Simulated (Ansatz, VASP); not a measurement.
Li4SiC2 in VASP and in Ansatz

The input INCAR:

```
SYSTEM = Li4SiC2
PREC = Accurate
ENCUT = 600
EDIFF = 1E-6
ISMEAR = 0
SIGMA = 0.1
LREAL = .FALSE.
LASPH = .TRUE.
NELM = 100
ALGO = Normal
ISIF = 3
LWAVE = .FALSE.
LCHARG = .FALSE.
GGA = PE
IBRION = 2
NSW = 90
EDIFFG = -0.04
```

Contents of KPOINTS:

```
regular mesh
0
G
  6 6 6
  0 0 0
```

POSCAR

```
Li4SiC2
1.0
   -4.4285127325      4.4285127325      1.3256320627
    4.4285127325     -4.4285127325      1.3256320627
    4.4285127325      4.4285127325     -1.3256320627
Li Si C
4 1 2
Direct
    0.2524664447      0.5000000000      0.7524664447
    0.5000000000      0.2524664447      0.7524664447
    0.5000000000      0.7475335553      0.2475335553
    0.7475335553      0.5000000000      0.2475335553
    0.0000000000      0.0000000000      0.0000000000
    0.7500000000      0.2500000000      0.5000000000
    0.2500000000      0.7500000000      0.5000000000
```

Input for Ansatz:

```yaml
crystal:
  lattice:
    - [-4.4285127325, 4.4285127325, 1.3256320627]
    - [4.4285127325, -4.4285127325, 1.3256320627]
    - [4.4285127325, 4.4285127325, -1.3256320627]
  atoms:
    - { symbol: Li, position: [0.2524664447, 0.5, 0.7524664447] }
    - { symbol: Li, position: [0.5, 0.2524664447, 0.7524664447] }
    - { symbol: Li, position: [0.5, 0.7475335553, 0.2475335553] }
    - { symbol: Li, position: [0.7475335553, 0.5, 0.2475335553] }
    - { symbol: Si, position: [0.0, 0.0, 0.0] }
    - { symbol: C, position: [0.75, 0.25, 0.5] }
    - { symbol: C, position: [0.25, 0.75, 0.5] }
basis:
  ecutwfc: 420
kpoints:
  mp_grid: { grid: [6, 6, 6] }
hamiltonian:
  xc: pbe
scf:
  occupations: { method: gaussian, width: 0.1 }
  lower_state_search: "off"
output:
  forces: true
  stress: true
  eigenvalues: true
relax:
  adjacent_minimum: "off"
  f_tol: 0.04
  max_steps: 70
  cell: { stress_tol: 0.4 }
```

Change from the starting cell: species swapped into the BaP4Pd2 type (I4/mmm, No. 139).

Alike in both runs: task relaxation of cell and atoms; functional PBE; k mesh 6 × 6 × 6; occupations gaussian, width 0.1 eV; no spin polarisation.

|  | VASP | Ansatz |
| --- | --- | --- |
| version | VASP 6.6.1 | Ansatz 0.2.0 |
| potentials or method | VASP PAW PBE potentials, release 64 (Li_sv, Si, C), cutoff 600 eV | scalar-relativistic, plane waves, PAW |
| valence electrons in the cell | 24 | 24 |

VASP gave:

| Item | Value |
| --- | --- |
| gap on the k mesh at the Fermi level, each at its own relaxed structure (eV) | none |
| relaxed volume (Å³/atom) | 14.47 |
| relaxed length of the cell vector where the two differ most in proportion (Å) | 6.286 |

Question: Which values does Ansatz return?

Answer: gap on the k mesh at the Fermi level, each at its own relaxed structure (eV): none; relaxed volume (Å³/atom): 14.61; relaxed length of the cell vector where the two differ most in proportion (Å): 6.321.

A gap of «none» marks a metal or a gap that the smearing closes.

The k mesh is coarse, so the values compare programs but aren't converged. Noted on VASP's run: the cutoff is under 1.25 times that of the potentials, so the pressure is a little rough.
